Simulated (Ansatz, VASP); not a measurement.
## Two plane-wave programs on Al4Fe3Co

INCAR

```
SYSTEM = Al4Fe3Co
PREC     = Accurate       ! precision mode
ENCUT    = 520            ! plane-wave cutoff, eV
EDIFF    = 1E-6           ! SCF threshold, eV
ISMEAR   = 0              ! smearing method
SIGMA    = 0.2            ! smearing width, eV
LREAL    = .False.        ! projectors in reciprocal space
LASPH    = .True.         ! aspherical terms in the spheres
NELM     = 150            ! most SCF steps
ALGO     = Fast           ! electronic algorithm
ISIF     = 2              ! what is computed and relaxed
LWAVE    = .False.        ! write WAVECAR
LCHARG   = .True.         ! write CHGCAR
ISPIN    = 2              ! spin polarisation
MAGMOM   = 0 0 0 0 0 0.65 0.89 0.65 ! initial moments
LORBIT   = 11             ! projections on sites
LMAXMIX  = 4              ! l up to which the mixer works
GGA      = PE             ! functional
LELF     = .True.         ! ELF
LVHAR    = .True.       
NBANDS   = 36             ! bands
```

The input KPOINTS:

```
regular mesh
0
Gamma
  8 4 4
  0 0 0
```

Contents of POSCAR:

```
Al4Fe3Co
1.0
    0.0000000000      0.0000000000      2.8686439000
    5.7353878000      0.0000000000      0.0000000000
    0.0000000000      5.7353878000      0.0000000000
Al Co Fe
4 1 3
Direct
    0.0000000000      0.2507540000      0.7492460000
    0.0000000000      0.2507540000      0.2507540000
    0.0000000000      0.7492460000      0.7492460000
    0.0000000000      0.7492460000      0.2507540000
    0.5000000000      0.5000000000      0.5000000000
    0.5000000000      0.5000000000      0.0000000000
    0.5000000000      0.0000000000      0.0000000000
    0.5000000000      0.0000000000      0.5000000000
```

Input for Ansatz:

```yaml
crystal:
  lattice:
    - [0.0, 0.0, 2.8686439]
    - [5.7353878, 0.0, 0.0]
    - [0.0, 5.7353878, 0.0]
  atoms:
    - { symbol: Al, position: [0.0, 0.250754, 0.749246] }
    - { symbol: Al, position: [0.0, 0.250754, 0.250754] }
    - { symbol: Al, position: [0.0, 0.749246, 0.749246] }
    - { symbol: Al, position: [0.0, 0.749246, 0.250754] }
    - { symbol: Co, position: [0.5, 0.5, 0.5] }
    - { symbol: Fe, position: [0.5, 0.5, 0.0], spin: 0.65 }
    - { symbol: Fe, position: [0.5, 0.0, 0.0], spin: 0.89 }
    - { symbol: Fe, position: [0.5, 0.0, 0.5], spin: 0.65 }
basis:
  ecutwfc: 420
kpoints:
  mp_grid: { grid: [8, 4, 4] }
hamiltonian:
  xc: pbe
scf:
  occupations: { method: gaussian, width: 0.2 }
  lower_state_search: "off"
output:
  forces: true
  stress: true
  eigenvalues: true
  populations: true
magnetization:
  spin_polarized: true
```

Alike in both runs: task single point; functional PBE; k mesh 8 × 4 × 4; occupations gaussian, width 0.2 eV; collinear spin.

```csv
,VASP,Ansatz
version,VASP 6.6.1,Ansatz 0.2.0
potentials or method,"VASP PAW PBE potentials, release 64 (Al, Co, Fe), cutoff 520 eV","scalar-relativistic, plane waves, PAW"
valence electrons in the cell,45,77
```

|  | VASP | Ansatz | Ansatz less VASP |
| --- | --- | --- | --- |
| gap on the k mesh at the Fermi level (eV) | none | none | - |
| pressure (GPa) | 0.2 | 0.3 | +0.05 |
| rms of the force components (eV/Å) | 0.012 | 0.013 | +0.0001 |
| net moment per atom (μB) | 0.25 | 0.25 | +0.001 |
| size of the moment on the site where the two differ most (μB) | 0.09 | 0.09 | +0.005 |

Site moments also hang on the region over which each program counts them. Atom by atom the forces differ by 0.000 eV/Å (rms over components). A gap of «none» marks a metal or a gap that the smearing closes. VASP's potentials hold 45 valence electrons a cell and Ansatz's 77, so a difference there can come from the potentials and not from the codes.
